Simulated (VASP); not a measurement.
Here is a VASP 6.6.1 calculation.

Contents of INCAR:

```
SYSTEM = LiH
ALGO = Normal ; EDIFF = 1E-6
ENCUT = 520 ; GGA = PS
ISIF = 2 ; ISMEAR = 0
LASPH = .True. ; LCHARG = .False.
LREAL = .False. ; LWAVE = .False.
NBANDS = 9 ; NELM = 80
PREC = Accurate ; SIGMA = 0.05
```

The input KPOINTS:

```
k-points
0
Gamma
  10 10 10
  0 0 0
```

The input POSCAR:

```
LiH
1.0
    0.0000000000      2.0325000000      1.9512000000
    2.0325000000      0.0000000000      1.9512000000
    2.0325000000      2.0325000000      0.0000000000
Li H
1 1
Direct
    0.0000000000      0.0000000000      0.0000000000
    0.5000000000      0.5000000000      0.5000000000
```

Potentials or basis: VASP PAW PBE potentials, release 64 (Li_sv, H).

Command:

```console
$ cat potpaw_PBE.64/Li_sv/POTCAR potpaw_PBE.64/H/POTCAR > POTCAR
$ mpirun -np 1 vasp_std > vasp.out
```

(1) What does it give for the band gap on the k mesh?

Results:

(1) 2.36 eV, indirect (least direct gap 2.67 eV).

Caveat: the cell differs from its parent crystal (strain +0.000 along x and y, -0.040 along z).
